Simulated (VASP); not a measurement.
# TiSe3 (P-62m) in VASP: relaxation of cell and atoms with PBE

Aim: the relaxation of cell and atoms of TiSe3 with PBE.

Program: VASP 6.6.1. These are calculated values, not measurements. Logs are shortened: lines on timing, memory, paths and dates and some standing lists are left out, and cuts for length are marked.

## (1) The cell of the first run

It takes space group P-62m (No. 189, hexagonal). The conventional cell has a = 5.650 Å, b = 5.650 Å, c = 3.488 Å, α = 90.00°, β = 90.00°, γ = 120.00°. Within 3.5 Å of Ti (site symmetry -62m) lie 6 Se at 2.56 Å and 2 Ti at 3.49 Å. Se (site symmetry m2m) has 2 Ti at 2.56 Å and 8 Se at 3.25 to 3.49 Å within 3.5 Å.

The cell was generated, and may not be a known phase.

## (2) Relaxation of cell and atoms, PBE

Contents of INCAR:

```
SYSTEM = TiSe3
  PREC = Accurate
  ENCUT = 600
  EDIFF = 1E-6
  ISMEAR = 0
  SIGMA = 0.1
  LREAL = .FALSE.
  LASPH = .TRUE.
  NELM = 80
  ALGO = Normal
  ISIF = 3
  LWAVE = .FALSE.
  LCHARG = .FALSE.
  GGA = PE
  IBRION = 2
  NSW = 100
  EDIFFG = -0.01
```

Contents of KPOINTS:

```
regular mesh
0
G
  12 12 14
  0 0 0
```

Contents of POSCAR:

```
TiSe3
1.0
    5.6498515979      0.0000000000      0.0000000000
   -2.8249257989      4.8929150114      0.0000000000
    0.0000000000      0.0000000000      3.4877039239
Ti Se
1 3
Direct
    0.0000000000      0.0000000000      0.5000000000
    0.6674472320      0.0000000000      0.0000000000
    0.0000000000      0.6674472320      0.0000000000
    0.3325527680      0.3325527680      0.0000000000
```

Potentials or basis: VASP PAW PBE potentials, release 64 (Ti_sv, Se).

The run is started by

```bash
cat potpaw_PBE.64/Ti_sv/POTCAR potpaw_PBE.64/Se/POTCAR > POTCAR
mpirun -np 1 vasp_std > vasp.out
```

OUTCAR:

```text
SYSTEM = TiSe3
   PREC = Accurate
   ENCUT = 600
   EDIFF = 1E-6
   ISMEAR = 0
   LREAL = .FALSE.
   LASPH = .TRUE.
   NELM = 80
   ISIF = 3
   GGA = PE
   IBRION = 2
   NSW = 100
   EDIFFG = -0.01

 ion  position               nearest neighbor table
   1  0.000  0.000  0.500-   3 2.56   3 2.56   2 2.56   2 2.56   4 2.56   4 2.56
   2  0.667  0.000  0.000-   1 2.56   1 2.56
   3  0.000  0.667  0.000-   1 2.56   1 2.56
   4  0.333  0.333  0.000-   1 2.56   1 2.56

  LATTYP: Found a hexagonal cell.
 ALAT       =     5.6498515979
 C/A-ratio  =     0.6173089440

  Lattice vectors:

 A1 = (   5.6498515979,   0.0000000000,   0.0000000000)
 A2 = (  -2.8249257989,   4.8929150114,   0.0000000000)
 A3 = (   0.0000000000,   0.0000000000,   3.4877039239)

Analysis of symmetry for initial positions (statically):
=====================================================================
 Subroutine PRICEL returns:
 Original cell was already a primitive cell.

 Routine SETGRP: Setting up the symmetry group for a
 hexagonal supercell.

 Subroutine GETGRP returns: Found 12 space group operations
 (whereof 12 operations were pure point group operations)
 out of a pool of 24 trial point group operations.

The static configuration has the point symmetry D_3h.

Analysis of symmetry for dynamics (positions and initial velocities):
=====================================================================
 Subroutine PRICEL returns:
 Original cell was already a primitive cell.

 Routine SETGRP: Setting up the symmetry group for a
 hexagonal supercell.

 Subroutine GETGRP returns: Found 12 space group operations
 (whereof 12 operations were pure point group operations)
 out of a pool of 24 trial point group operations.

The dynamic configuration has the point symmetry D_3h.

 Subroutine INISYM returns: Found 12 space group operations
 (whereof 12 operations are pure point group operations),
 and found     1 'primitive' translations

----------------------------------------------------------------------------------------

                                     Primitive cell

  volume of cell :      96.4149

  direct lattice vectors                    reciprocal lattice vectors
     5.649851598  0.000000000  0.000000000     0.176995799  0.102188572  0.000000000
    -2.824925799  4.892915011  0.000000000     0.000000000  0.204377145  0.000000000
     0.000000000  0.000000000  3.487703924     0.000000000  0.000000000  0.286721586

  length of vectors
     5.649851598  5.649851598  3.487703924     0.204377145  0.204377145  0.286721586

  position of ions in fractional coordinates (direct lattice)
     0.000000000  0.000000000  0.500000000
     0.667447232  0.000000000  0.000000000
     1.000000000  0.667447232  0.000000000
     0.332552768  0.332552768  0.000000000

  ion indices of the primitive-cell ions
   primitive index   ion index
                 1           1
                 2           2
                 3           3
                 4           4

----------------------------------------------------------------------------------------

 KPOINTS: regular mesh

Automatic generation of k-mesh.
 Grid dimensions read from file:
 generate k-points for:   12   12   14

 Generating k-lattice:

  Cartesian coordinates                     Fractional coordinates (reciprocal lattice)
     0.014749650  0.008515714  0.000000000     0.083333333 -0.000000000  0.000000000
     0.000000000  0.017031429  0.000000000     0.000000000  0.083333333  0.000000000
     0.000000000  0.000000000  0.020480113     0.000000000  0.000000000  0.071428571

  Length of vectors
     0.017031429  0.017031429  0.020480113

  Shift w.r.t. Gamma in fractional coordinates (k-lattice)
     0.000000000  0.000000000  0.000000000

 Subroutine IBZKPT returns following result:
 ===========================================

 Found    152 irreducible k-points:

 Following reciprocal coordinates:
            Coordinates               Weight
  0.000000  0.000000  0.000000      1.000000
  0.083333  0.000000  0.000000      6.000000
  0.166667  0.000000  0.000000      6.000000
  0.250000  0.000000  0.000000      6.000000
  0.333333  0.000000  0.000000      6.000000
  0.416667  0.000000  0.000000      6.000000
[... 16 lines left out ...]
  0.250000  0.000000  0.071429     12.000000
  0.333333  0.000000  0.071429     12.000000
 [... further k-points ...]
   k-points           NKPTS =    152   k-points in BZ     NKDIM =    152   number of bands    NBANDS=     19
   number of dos      NEDOS =    301   number of ions     NIONS =      4
   total plane-waves  NPLWV =  64512
   dimension x,y,z NGX =    48 NGY =   48 NGZ =   28
   dimension x,y,z NGXF=    96 NGYF=   96 NGZF=   56
   ions per type =               1   3
   NGX,Y,Z   is equivalent  to a cutoff of  14.12, 14.12, 13.35 a.u.
   NGXF,Y,Z  is equivalent  to a cutoff of  28.25, 28.25, 26.69 a.u.
 SYSTEM =  TiSe3
   PREC   = accura    normal or accurate (medium, high low for compatibility)
   ISTART =      0    job   : 0-new  1-cont  2-samecut
   ICHARG =      2    charge: 1-file 2-atom 10-const
   ISPIN  =      1    spin polarized calculation?
   LNONCOLLINEAR =      F non collinear calculations
   LSORBIT =      F    spin-orbit coupling
   LASPH  =      T    aspherical Exc in radial PAW
   ENCUT  =  600.0 eV  44.10 Ry    6.64 a.u.  11.28 11.28  6.97*2*pi/ulx,y,z
   NELM   =     80;   NELMIN=  2; NELMDL= -5     # of ELM steps
   EDIFF  = 0.1E-05   stopping-criterion for ELM
   LREAL  =      F    real-space projection
   EDIFFG = -.1E-01   stopping-criterion for IOM
   NSW    =    100    number of steps for IOM
   IBRION =      2    ionic relax: 0-MD 1-quasi-New 2-CG
   NFREE  =      1    steps in history (QN), initial steepest desc. (CG)
   ISIF   =      3    stress and relaxation
   ISYM   =      2    0-nonsym 1-usesym 2-fastsym
   POTIM  = 0.5000    time-step for ionic-motion
   TEBEG  =    0.0;   TEEND  =   0.0 temperature during run
   PSTRESS=    0.0 pullay stress
   NELECT =      30.0000    total number of electrons
   NUPDOWN=      -1.0000    fix difference up-down
   EMIN   =  10.00;   EMAX   =-10.00  energy-range for DOS
   EFERMI =   0.00;   METHOD = LEGACY
   ISMEAR =     0;   SIGMA  =   0.10  broadening in eV -4-tet -1-fermi 0-gaus
   EFERMI_NEDOS =   21; number of points for ismear=-14 and -15
   IALGO  =     38    algorithm
   IMIX   =      4    mixing-type and parameters
     AMIX     =   0.40;   BMIX     =  1.00
     AMIX_MAG =   1.60;   BMIX_MAG =  1.00
  volume/ion in A,a.u.               =      24.10       162.66
  Fermi-wavevector in a.u.,A,eV,Ry     =   1.109346  2.096361 16.743999  1.230649
  Thomas-Fermi vector in A             =   2.245885
   LORBIT       =      0    0 simple, 1 ext, 2 COOP (PROOUT), +10 PAW based schemes
   GGA     = PE    functional components
   LHFCALC =     F    Hartree Fock is set to
   AEXX    =    0.0000 exact exchange contribution
   IVDW    =     0    specifies the selected vdW correction
   LEPSILON=     F    determine dielectric tensor
   LRPA    =     F    only Hartree local field effects (RPA)
 conjugate gradient relaxation of ions
 non-spin polarized calculation
 Gauss-broadening in eV      SIGMA  =   0.10
  energy-cutoff  :      600.00
  volume of cell :       96.41
 maximum number of plane-waves:      3261
 NGX is ok and might be reduce to    48
   NGX = 23   NGY = 23   NGZ = 13

--------------------------------------- Ionic step        1  -------------------------------------------

 number of electron      29.9999998 magnetization

 Free energy of the ion-electron system (eV)
  ---------------------------------------------------
  ext. energy  EPLUGINS =         0.00000000
  ---------------------------------------------------
  free energy    TOTEN  =       -20.35968326 eV

  energy without entropy =      -20.34481188  energy(sigma->0) =      -20.35224757

------------------------ aborting loop because EDIFF is reached ----------------------------------------

  FORCE on cell =-STRESS in cart. coord.  units (eV):
  Direction    XX          YY          ZZ          XY          YZ          ZX
  --------------------------------------------------------------------------------------
  -------------------------------------------------------------------------------------
  Total       -0.0548509     -0.0548509     -0.0327164     -0.0000000     -0.0000000      0.0000000
  in kB       -0.9114862     -0.9114862     -0.5436649     -0.0000000     -0.0000000      0.0000000
  external PRESSURE =      -0.7888791 kB  Pullay stress =       0.0000000 kB
[... 99 lines left out ...]
  energy  without entropy=      -20.3451589687  energy(sigma->0) =      -20.35270780

--------------------------------------- Ionic step        4  -------------------------------------------

 number of electron      29.9999997 magnetization

 Free energy of the ion-electron system (eV)
  ---------------------------------------------------
  ext. energy  EPLUGINS =         0.00000000
  ---------------------------------------------------
  free energy    TOTEN  =       -20.36037221 eV

  energy without entropy =      -20.34520379  energy(sigma->0) =      -20.35278800

 E-fermi :   3.7016     XC(G=0):  -9.5058

 val. band max:        3.6740600070   @ k =   0.3333   0.3333   0.0000
 cond. band min:       3.7162817263   @ k =   0.3333   0.0833   0.2143
 fundamental gap:      0.0422217193
 Fermi energy:         3.7016118866

 k-point     1 :       0.0000    0.0000    0.0000
  band No.  band energies     occupation
      1     -53.5312      2.00000
      2     -29.8259      2.00000
      3     -29.8259      2.00000
      4     -29.6741      2.00000
      5     -10.2372      2.00000
      6      -8.1161      2.00000
[... 11 lines left out ...]
     18       6.6146      0.00000
     19       6.6146      0.00000
[... 489 lines left out ...]
      3     -29.8254      2.00000
      4     -29.6780      2.00000
      5      -9.7524      2.00000
      6      -8.6453      2.00000
[... 11 lines left out ...]
     18       5.7148      0.00000
     19       5.9216      0.00000

 [... further k-points ...]
[... 5 lines left out ...]
  --------------------------------------------------------------------------------------
  -------------------------------------------------------------------------------------
  Total       -0.0029106     -0.0029106      0.0033074     -0.0000000     -0.0000000      0.0000000
  in kB       -0.0486707     -0.0486707      0.0553053     -0.0000000     -0.0000000      0.0000000
  external PRESSURE =      -0.0140120 kB  Pullay stress =       0.0000000 kB
[... 19 lines left out ...]
  FREE ENERGIE OF THE ION-ELECTRON SYSTEM (eV)
  ---------------------------------------------------
  free  energy   TOTEN  =       -20.3603722092 eV

  energy  without entropy=      -20.3452037869  energy(sigma->0) =      -20.35278800

 reached required accuracy - stopping structural energy minimisation
```

Run time: 8.5 min. Hardware: 1 thread of AMD EPYC 9R45 (Zen 5), shared host; peak memory 0.47 GiB.

Results:

| Property | Result |
| --- | --- |
| Free energy | -20.3604 eV |
| Relaxed volume | 23.95 Å³/atom |
| Relaxed cell | a = 5.635 Å, b = 5.635 Å, c = 3.484 Å, α = 90.00°, β = 90.00°, γ = 120.00° |
| Space group after relaxing (to 0.1 Å) | P-62m (No. 189) |
| Energy gained by relaxing | 0.2 meV/atom |
| Ionic steps | 4 |
| Pressure after relaxing | 0.0 GPa |
| Largest force after relaxing | 0.003 eV/Å |
| Band gap on the k mesh | zero (bands 15 and 16 overlap by 1.46 eV) |

Forces on the atoms (eV/Å):
```
Ti   0.000  0.000  0.000
Se  -0.003  0.000  0.000
Se   0.002 -0.003  0.000
Se   0.002  0.003  0.000
```

Step by step:
| step | energy change (eV) | largest force (eV/Å) | pressure (GPa) | volume (Å³) |
| --- | --- | --- | --- | --- |
| 1 | 0.0000 | 0.0354 | -0.08 | 96.41 |
| 2 | -0.0002 | 0.0333 | -0.03 | 96.25 |
| 3 | -0.0006 | 0.0273 | 0.11 | 95.75 |
| 4 | -0.0007 | 0.0031 | 0.00 | 95.81 |

Final structure:
```cif
data_structure
_symmetry_space_group_name_H-M 'P 1'
_symmetry_Int_Tables_number 1
_cell_length_a 5.6352
_cell_length_b 5.6352
_cell_length_c 3.4840
_cell_angle_alpha 90.000
_cell_angle_beta 90.000
_cell_angle_gamma 120.000
_cell_volume 95.81
loop_
_atom_site_label
_atom_site_type_symbol
_atom_site_fract_x
_atom_site_fract_y
_atom_site_fract_z
_atom_site_occupancy
Ti1 Ti 0.00000 0.00000 0.50000 1
Se1 Se 0.66585 0.00000 0.00000 1
Se2 Se 0.00000 0.66585 0.00000 1
Se3 Se 0.33415 0.33415 0.00000 1
```

The gap in the log of VASP goes by the Fermi energy; the results here count the filled bands.